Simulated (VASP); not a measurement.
Set up this calculation in VASP 6.6.1, as the native input.

* Task: single point
* Functional: RPBE
* Potentials or basis: VASP PAW PBE potentials, release 64 (V_sv)
* Cutoff: 520 eV
* k mesh: 9 × 9 × 15
* Occupations: fermi-dirac, width 0.1 eV
* Spin: no spin polarisation
* Dipole correction: no
* Further INCAR settings: ALGO = Normal; EDIFF = 1e-06; NBANDS = 26

The structure of V lies in POSCAR:

```
V
1.0
    4.4245637269      0.0000000000      0.0000000000
   -2.2122818635      3.8317845882      0.0000000000
    0.0000000000      0.0000000000      2.3813404453
V
3
Direct
    0.0000000000      1.0000000000      0.0000000000
    0.3333333333      0.6666666667      0.5000000000
    0.6666666667      0.3333333333      0.5000000000
```

This isn't the form of V at room conditions, which is bcc.

The input as run:

INCAR

```
SYSTEM = V
PREC = Accurate ; ENCUT = 520
EDIFF = 1E-6 ; ISMEAR = -1
SIGMA = 0.1 ; LREAL = .False.
LASPH = .True. ; NELM = 80
ALGO = Normal ; ISIF = 2
LWAVE = .False. ; LCHARG = .False.
GGA = RP ; NBANDS = 26
```

KPOINTS

```
Automatic mesh
0
Gamma
  9 9 15
  0 0 0
```

Potentials or basis: VASP PAW PBE potentials, release 64 (V_sv).

Launch:

```sh
$ cat potpaw_PBE.64/V_sv/POTCAR > POTCAR
$ mpirun -np 1 vasp_std > vasp.out
```

It gave:

The pressure is 7.5 GPa and the band gap on the k mesh is zero (an odd number of electrons rules out a gap without spin polarisation).

Caveat: the cell stands under pressure; the PAW data sets were made with another functional, which shifts forces and pressure a little.

Run time: 2.3 min on 1 thread of Intel Xeon 8259CL (shared host), peak memory 0.21 GiB.
